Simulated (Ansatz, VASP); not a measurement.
**Two plane-wave programs on SiC3**

File POSCAR:

```
SiC3
1.0
    1.4431946140      0.8332287989      4.7616667518
   -1.4431946140      0.8332287989      4.7616667518
    0.0000000000     -1.6664575978      4.7616667517
C Si
3 1
Direct
    1.0082378925      0.0082378925      0.0082378925
    0.4889604675      0.4889604675      0.4889604675
    0.3791724032      0.3791724032      0.3791724032
    0.8736292368      0.8736292368      0.8736292368
```

The input INCAR.step1:

```
SYSTEM = SiC3
PREC = Accurate ; ENCUT = 520
ISMEAR = 0 ; SIGMA = 0.01
LREAL = .FALSE. ; LASPH = .TRUE.
NELM = 60 ; NBANDS = 16
GGA = PE ; ALGO = Normal
EDIFF = 1E-4 ; LWAVE = .TRUE.
LCHARG = .FALSE.
```

File INCAR.step2:

```
SYSTEM = SiC3
PREC = Accurate ; ENCUT = 520
EDIFF = 1E-6 ; ISMEAR = 0
SIGMA = 0.01 ; LREAL = .FALSE.
LASPH = .TRUE. ; NELM = 60
ALGO = Normal ; ISIF = 2
LWAVE = .FALSE. ; LCHARG = .FALSE.
METAGGA = R2SCAN ; LMIXTAU = .TRUE.
NBANDS = 16 ; ISTART = 1
```

File KPOINTS:

```
Automatic mesh
0
G
  8 8 8
  0 0 0
```

Input for Ansatz:

```yaml
crystal:
  lattice:
    - [1.443194614, 0.8332287989, 4.7616667518]
    - [-1.443194614, 0.8332287989, 4.7616667518]
    - [0.0, -1.6664575978, 4.7616667517]
  atoms:
    - { symbol: C, position: [1.0082378925, 0.0082378925, 0.0082378925] }
    - { symbol: C, position: [0.4889604675, 0.4889604675, 0.4889604675] }
    - { symbol: C, position: [0.3791724032, 0.3791724032, 0.3791724032] }
    - { symbol: Si, position: [0.8736292368, 0.8736292368, 0.8736292368] }
kpoints:
  mp_grid: { grid: [8, 8, 8] }
hamiltonian:
  xc: r2scan
scf:
  occupations: { method: fixed }
  n_extra_bands: 5
output:
  forces: true
  stress: true
  eigenvalues: true
```

Alike in both runs: task single point; functional r2SCAN; k mesh 8 × 8 × 8; no spin polarisation.

```csv
,VASP,Ansatz
version,VASP 6.6.1,Ansatz 0.2.0
potentials or method,"VASP PAW PBE potentials, release 64 (C, Si)","plane waves, PAW"
plane-wave cutoff (eV),520,500
occupations,"gaussian, width 0.01 eV",fixed
valence electrons in the cell,16,16
```

Ansatz gave:

```
gap on the k mesh at the Fermi level (eV)                     : 1.90
pressure (GPa)                                                : -15.0
traceless stress, the component that is largest in VASP (GPa) : -1.71
rms of the force components (eV/Å)                            : 0.153
```

Estimate VASP's values.

gap on the k mesh at the Fermi level (eV): 1.91; pressure (GPa): -15.0; traceless stress, the component that is largest in VASP (GPa): -1.84; rms of the force components (eV/Å): 0.162.

VASP's potentials were made for PBE, not for r2SCAN. Atom by atom the forces differ by 0.023 eV/Å (rms over components).
